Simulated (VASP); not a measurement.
# Ta in VASP: relaxation of the atoms with PBE

Aim: the relaxation of the atoms of Ta with PBE.

Everything below comes from runs of VASP 6.6.1. Logs are shortened: lines on timing, memory, paths and dates and some standing lists are left out, and cuts for length are marked.

### Step 1. The cell of the first run

The cell holds a slab with vacuum, 3 atoms: a = 2.874 Å, b = 2.874 Å, c = 18.693 Å, α = 90.00°, β = 90.00°, γ = 109.47°.

### Step 2. Relaxation of the atoms, PBE

Contents of INCAR:

```
  ALGO = Normal
  DIPOL = 0.5 0.5 0.500
  EDIFF = 1E-7
  EDIFFG = -0.03
  ENCUT = 520
  GGA = PE
  IBRION = 2
  IDIPOL = 3
  ISIF = 2
  ISMEAR = 0
  LASPH = T
  LCHARG = F
  LDIPOL = T
  LREAL = F
  LWAVE = F
  NELM = 80
  NSW = 70
  PREC = Accurate
  SIGMA = 0.1
```

Contents of KPOINTS:

```
k-points
0
Gamma
  11 11 1
```

Contents of POSCAR:

```
Ta
1.0
    2.8741561382      0.0000000000      0.0000000000
   -0.9580520461      2.7097803940      0.0000000000
    0.0000000000      0.0000000000     18.6934773197
Ta
3
Selective dynamics
Direct
    0.5000000000      0.5000000000      0.3744621656  F F F
    0.0000000000      0.0000000000      0.5000000000  T T T
    0.5000000000      0.5000000000      0.6255378344  T T T
```

Potentials or basis: VASP PAW PBE potentials, release 64 (Ta_pv).

Run with:

```console
$ cat potpaw_PBE.64/Ta_pv/POTCAR > POTCAR
$ mpirun -np 1 vasp_std > vasp.out
```

OUTCAR:

```text
EDIFF = 1E-7
   EDIFFG = -0.03
   ENCUT = 520
   GGA = PE
   IBRION = 2
   ISIF = 2
   ISMEAR = 0
   LASPH = T
   LREAL = F
   NELM = 80
   NSW = 70
   PREC = Accurate

 ion  position               nearest neighbor table
   1  0.500  0.500  0.374-   2 2.87   2 2.87   2 3.32   2 3.32
   2  0.000  0.000  0.500-   1 2.87   3 2.87   1 2.87   3 2.87   1 3.32   3 3.32   1 3.32   3 3.32

   3  0.500  0.500  0.626-   2 2.87   2 2.87   2 3.32   2 3.32

  LATTYP: Found a base centered orthorhombic cell.
 ALAT       =     3.3187896401
 B/A-ratio  =     1.4142135624
 C/A-ratio  =     5.6326189204

  Lattice vectors:

 A1 = (   2.8741561382,   0.0000000000,   0.0000000000)
 A2 = (  -0.9580520461,   2.7097803940,   0.0000000000)
 A3 = (   0.0000000000,   0.0000000000,  18.6934773197)

Analysis of symmetry for initial positions (statically):
=====================================================================
 Subroutine PRICEL returns:
 Original cell was already a primitive cell.

 Routine SETGRP: Setting up the symmetry group for a
 base centered orthorhombic supercell.

 Subroutine GETGRP returns: Found  8 space group operations
 (whereof  8 operations were pure point group operations)
 out of a pool of  8 trial point group operations.

The static configuration has the point symmetry D_2h.

Analysis of symmetry for dynamics (positions and initial velocities):
=====================================================================
 Subroutine PRICEL returns:
 Original cell was already a primitive cell.

 Routine SETGRP: Setting up the symmetry group for a
 base centered orthorhombic supercell.

 Subroutine GETGRP returns: Found  8 space group operations
 (whereof  8 operations were pure point group operations)
 out of a pool of  8 trial point group operations.

The dynamic configuration has the point symmetry D_2h.

Analysis of constrained symmetry for selective dynamics:
=====================================================================
 Subroutine PRICEL returns:
 Original cell was already a primitive cell.

 Routine SETGRP: Setting up the symmetry group for a
 base centered orthorhombic supercell.

 Subroutine GETGRP returns: Found  4 space group operations
 (whereof  4 operations were pure point group operations)
 out of a pool of  8 trial point group operations.

The constrained configuration has the point symmetry C_2v.

 Subroutine INISYM returns: Found  4 space group operations
 (whereof  4 operations are pure point group operations),
 and found     1 'primitive' translations

----------------------------------------------------------------------------------------

                                     Primitive cell

  volume of cell :     145.5910

  direct lattice vectors                    reciprocal lattice vectors
     2.874156138  0.000000000  0.000000000     0.347928210  0.123011198  0.000000000
    -0.958052046  2.709780394  0.000000000     0.000000000  0.369033595  0.000000000
     0.000000000  0.000000000 18.693477320     0.000000000  0.000000000  0.053494595

  length of vectors
     2.874156138  2.874156138 18.693477320     0.369033595  0.369033595  0.053494595

  position of ions in fractional coordinates (direct lattice)
     0.500000000  0.500000000  0.374462166
     0.000000000  0.000000000  0.500000000
     0.500000000  0.500000000  0.625537834

  ion indices of the primitive-cell ions
   primitive index   ion index
                 1           1
                 2           2
                 3           3

----------------------------------------------------------------------------------------

 KPOINTS: k-points

Automatic generation of k-mesh.
 Grid dimensions read from file:
 generate k-points for:   11   11    1

 Generating k-lattice:

  Cartesian coordinates                     Fractional coordinates (reciprocal lattice)
     0.031629837  0.011182836  0.000000000     0.090909091  0.000000000  0.000000000
     0.000000000  0.033548509  0.000000000     0.000000000  0.090909091  0.000000000
     0.000000000  0.000000000  0.053494595     0.000000000  0.000000000  1.000000000

  Length of vectors
     0.033548509  0.033548509  0.053494595

  Shift w.r.t. Gamma in fractional coordinates (k-lattice)
     0.000000000  0.000000000  0.000000000

 Subroutine IBZKPT returns following result:
 ===========================================

 Found     36 irreducible k-points:

 Following reciprocal coordinates:
            Coordinates               Weight
  0.000000  0.000000  0.000000      1.000000
  0.090909 -0.000000  0.000000      4.000000
  0.181818 -0.000000  0.000000      4.000000
  0.272727  0.000000  0.000000      4.000000
  0.363636  0.000000  0.000000      4.000000
  0.454545  0.000000  0.000000      4.000000
[... 16 lines left out ...]
 -0.272727  0.181818  0.000000      4.000000
 -0.181818  0.181818  0.000000      2.000000
 [... further k-points ...]
   k-points           NKPTS =     36   k-points in BZ     NKDIM =     36   number of bands    NBANDS=     20
   number of dos      NEDOS =    301   number of ions     NIONS =      3
   total plane-waves  NPLWV =  80640
   dimension x,y,z NGX =    24 NGY =   24 NGZ =  140
   dimension x,y,z NGXF=    48 NGYF=   48 NGZF=  280
   ions per type =               3
   NGX,Y,Z   is equivalent  to a cutoff of  13.88, 13.88, 12.45 a.u.
   NGXF,Y,Z  is equivalent  to a cutoff of  27.76, 27.76, 24.90 a.u.
 SYSTEM =  unknown system
   PREC   = accura    normal or accurate (medium, high low for compatibility)
   ISTART =      0    job   : 0-new  1-cont  2-samecut
   ICHARG =      2    charge: 1-file 2-atom 10-const
   ISPIN  =      1    spin polarized calculation?
   LNONCOLLINEAR =      F non collinear calculations
   LSORBIT =      F    spin-orbit coupling
   LASPH  =      T    aspherical Exc in radial PAW
   ENCUT  =  520.0 eV  38.22 Ry    6.18 a.u.   5.34  5.34 34.76*2*pi/ulx,y,z
   NELM   =     80;   NELMIN=  2; NELMDL= -5     # of ELM steps
   EDIFF  = 0.1E-06   stopping-criterion for ELM
   LREAL  =      F    real-space projection
   EDIFFG = -.3E-01   stopping-criterion for IOM
   NSW    =     70    number of steps for IOM
   IBRION =      2    ionic relax: 0-MD 1-quasi-New 2-CG
   NFREE  =      1    steps in history (QN), initial steepest desc. (CG)
   ISIF   =      2    stress and relaxation
   ISYM   =      2    0-nonsym 1-usesym 2-fastsym
   POTIM  = 0.5000    time-step for ionic-motion
   TEBEG  =    0.0;   TEEND  =   0.0 temperature during run
   PSTRESS=    0.0 pullay stress
   NELECT =      33.0000    total number of electrons
   NUPDOWN=      -1.0000    fix difference up-down
   EMIN   =  10.00;   EMAX   =-10.00  energy-range for DOS
   EFERMI =   0.00;   METHOD = LEGACY
   ISMEAR =     0;   SIGMA  =   0.10  broadening in eV -4-tet -1-fermi 0-gaus
   EFERMI_NEDOS =   21; number of points for ismear=-14 and -15
   IALGO  =     38    algorithm
   IMIX   =      4    mixing-type and parameters
     AMIX     =   0.40;   BMIX     =  1.00
     AMIX_MAG =   1.60;   BMIX_MAG =  1.00
  volume/ion in A,a.u.               =      48.53       327.50
  Fermi-wavevector in a.u.,A,eV,Ry     =   0.998163  1.886254 13.555873  0.996329
  Thomas-Fermi vector in A             =   2.130368
   LORBIT       =      0    0 simple, 1 ext, 2 COOP (PROOUT), +10 PAW based schemes
   GGA     = PE    functional components
   LHFCALC =     F    Hartree Fock is set to
   AEXX    =    0.0000 exact exchange contribution
   IVDW    =     0    specifies the selected vdW correction
   LEPSILON=     F    determine dielectric tensor
   LRPA    =     F    only Hartree local field effects (RPA)
 conjugate gradient relaxation of ions
 non-spin polarized calculation
 Gauss-broadening in eV      SIGMA  =   0.10
  energy-cutoff  :      520.00
  volume of cell :      145.59
 maximum number of plane-waves:      3958
 NGX is ok and might be reduce to    24
   NGX = 11   NGY = 11   NGZ = 69

--------------------------------------- Ionic step        1  -------------------------------------------

 number of electron      32.9999996 magnetization

 Free energy of the ion-electron system (eV)
  ---------------------------------------------------
  ext. energy  EPLUGINS =         0.00000000
  ---------------------------------------------------
  free energy    TOTEN  =       -33.09674103 eV

  energy without entropy =      -33.07524757  energy(sigma->0) =      -33.08599430

------------------------ aborting loop because EDIFF is reached ----------------------------------------

  FORCE on cell =-STRESS in cart. coord.  units (eV):
  Direction    XX          YY          ZZ          XY          YZ          ZX
  --------------------------------------------------------------------------------------
  -------------------------------------------------------------------------------------
  Total       -4.6578162     -4.5648776     -2.3742224      0.1314351      0.0000000      0.0000000
  in kB      -51.2576135    -50.2348568    -26.1274742      1.4463965      0.0000000      0.0000000
  external PRESSURE =     -42.5399815 kB  Pullay stress =       0.0000000 kB
[... 203 lines left out ...]
  FREE ENERGIE OF THE ION-ELECTRON SYSTEM (eV)
  ---------------------------------------------------
  free  energy   TOTEN  =       -33.1389275297 eV

  energy  without entropy=      -33.1184220842  energy(sigma->0) =      -33.12867481

 dipolmoment           0.000000      0.000000     -0.000459 electrons x Angstroem

--------------------------------------- Ionic step        7  -------------------------------------------

 number of electron      32.9999997 magnetization

 dipolmoment           0.000000      0.000000      0.000079 electrons x Angstroem

 Free energy of the ion-electron system (eV)
  ---------------------------------------------------
  ext. energy  EPLUGINS =         0.00000000
  ---------------------------------------------------
  free energy    TOTEN  =       -33.13903001 eV

  energy without entropy =      -33.11851721  energy(sigma->0) =      -33.12877361

 E-fermi :  -0.7050     XC(G=0):  -5.8060

 val. band max:       -0.7144898806   @ k =   0.1818   0.0909   0.0000
 cond. band min:      -0.6988849082   @ k =   0.2727   0.1818   0.0000
 fundamental gap:      0.0156049724
 Fermi energy:        -0.7049892827

 k-point     1 :       0.0000    0.0000    0.0000
  band No.  band energies     occupation
      1     -35.2169      2.00000
      2     -34.9222      2.00000
      3     -34.4786      2.00000
      4     -34.4113      2.00000
      5     -34.2259      2.00000
      6     -34.2256      2.00000
[... 541 lines left out ...]
     19       0.1759      0.00000
     20       0.4432      0.00000

 [... further k-points ...]

------------------------ aborting loop because EDIFF is reached ----------------------------------------

 vacuum level on the upper side and lower side of the slab       (xc-potential included)        -0.049        -0.025

  FORCE on cell =-STRESS in cart. coord.  units (eV):
  Direction    XX          YY          ZZ          XY          YZ          ZX
  --------------------------------------------------------------------------------------
  -------------------------------------------------------------------------------------
  Total       -3.2850028     -3.2070156     -0.0338039      0.1102906      0.0000000      0.0000000
  in kB      -36.1502897    -35.2920681     -0.3719994      1.2137087      0.0000000      0.0000000
  external PRESSURE =     -23.9381191 kB  Pullay stress =       0.0000000 kB
[... 18 lines left out ...]
  FREE ENERGIE OF THE ION-ELECTRON SYSTEM (eV)
  ---------------------------------------------------
  free  energy   TOTEN  =       -33.1390300127 eV

  energy  without entropy=      -33.1185172106  energy(sigma->0) =      -33.12877361

 reached required accuracy - stopping structural energy minimisation

 vacuum level on the upper side and lower side of the slab         3.954         3.959
```

Run time: 16 min. Hardware: 1 thread of Oxide Virtual Turin-like, shared host; peak memory 0.27 GiB.

What came out:

```
Free energy               : -33.1390 eV
Energy gained by relaxing : 14.1 meV/atom
Ionic steps               : 7
Band gap on the k mesh    : zero (an odd number of electrons rules out a gap without spin polarisation)
```

The path:
| step | energy change (eV) | largest force on free atoms (eV/Å) | pressure (GPa) |
| --- | --- | --- | --- |
| 1 | 0.0000 | 0.5021 | -4.25 |
| 2 | -0.0109 | 0.3927 | -3.99 |
| 3 | -0.0259 | 0.3831 | -3.15 |
| 4 | -0.0354 | 0.2394 | -2.92 |
| 5 | -0.0422 | 0.0346 | -2.44 |
| 6 | -0.0422 | 0.0329 | -2.46 |
| 7 | -0.0423 | 0.0047 | -2.39 |

Final structure:
```yaml
crystal:
  lattice:
    - [2.87416, 0.00000, 0.00000]
    - [-0.95805, 2.70978, 0.00000]
    - [0.00000, 0.00000, 18.69348]
  atoms:
    - { symbol: Ta, position: [0.50000, 0.50000, 0.37446] }
    - { symbol: Ta, position: [0.00000, 0.00000, 0.49561] }
    - { symbol: Ta, position: [0.50000, 0.50000, 0.61678] }
```

Caveat: spin-orbit coupling is left out, which moves the levels of the heavy elements.
